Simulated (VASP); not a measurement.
Wanted: the native input for a VASP 6.6.1 run.

* Task: relaxation of cell and atoms
* Functional: PBE
* Dispersion: D4
* Potentials or basis: VASP PAW PBE potentials, release 64 (Pb_d, S)
* Cutoff: 600 eV
* k mesh: 4 × 6 × 6
* Occupations: fermi-dirac, width 0.02 eV
* Spin: no spin polarisation
* Dipole correction: no
* Further INCAR settings: ALGO = Normal; EDIFF = 1e-06; IBRION = 2; EDIFFG = -0.005; NSW = 80; ISIF = 3

The structure of PbS lies in POSCAR:

```
PbS
1.0
    6.2358550579      0.0000000000      0.0000000000
    0.0000000000      2.9473361125      2.9473450013
    0.0000000000     -2.9473361125      2.9473450013
Pb S
2 2
Direct
    0.7320972996      0.2605523904      0.7605523904
    0.2679027004      0.7605523904      0.2605523904
    0.7265440916      0.7604476096      0.2604476096
    0.2734559084      0.2604476096      0.7604476096
```

One way to write it, as run:

INCAR

```
SYSTEM = PbS
PREC     = Accurate       ! precision mode
ENCUT    = 600            ! plane-wave cutoff, eV
EDIFF    = 1E-6           ! SCF threshold, eV
ISMEAR   = -1             ! smearing method
SIGMA    = 0.02           ! smearing width, eV
LREAL    = .False.        ! projectors in reciprocal space
LASPH    = .True.         ! aspherical terms in the spheres
NELM     = 100            ! most SCF steps
ALGO     = Normal         ! electronic algorithm
ISIF     = 3              ! what is computed and relaxed
LWAVE    = .False.        ! write WAVECAR
LCHARG   = .False.        ! write CHGCAR
GGA      = PE             ! functional
IVDW     = 13             ! dispersion correction
IBRION   = 2              ! ionic algorithm
NSW      = 80             ! ionic steps
EDIFFG   = -0.005         ! ionic threshold
```

KPOINTS

```
regular mesh
0
Gamma
  4 6 6
  0 0 0
```

Potentials or basis: VASP PAW PBE potentials, release 64 (Pb_d, S).

Command:

```sh
$ cat potpaw_PBE.64/Pb_d/POTCAR potpaw_PBE.64/S/POTCAR > POTCAR
$ mpirun -np 1 vasp_std > vasp.out
```

It gave:

```
Relaxed volume                         : 26.17 Å³/atom
Relaxed cell                           : a = 5.951 Å, b = 4.194 Å, c = 4.194 Å, α = 90.00°, β = 90.00°, γ = 90.00°
Space group after relaxing (to 0.05 Å) : Fm-3m (No. 225)
Energy gained by relaxing              : 20.9 meV/atom
Ionic steps                            : 24
Pressure after relaxing                : 0.0 GPa
Band gap on the k mesh                 : 0.38 eV, direct
Dispersion energy per atom             : -0.377 eV
```

Caveat: spin-orbit coupling is left out, which moves the levels of the heavy elements.

It took 19 min on 1 thread of Intel(R) Xeon(R) Platinum 8488C (Sapphire Rapids), on a shared host, peak memory 0.32 GiB.
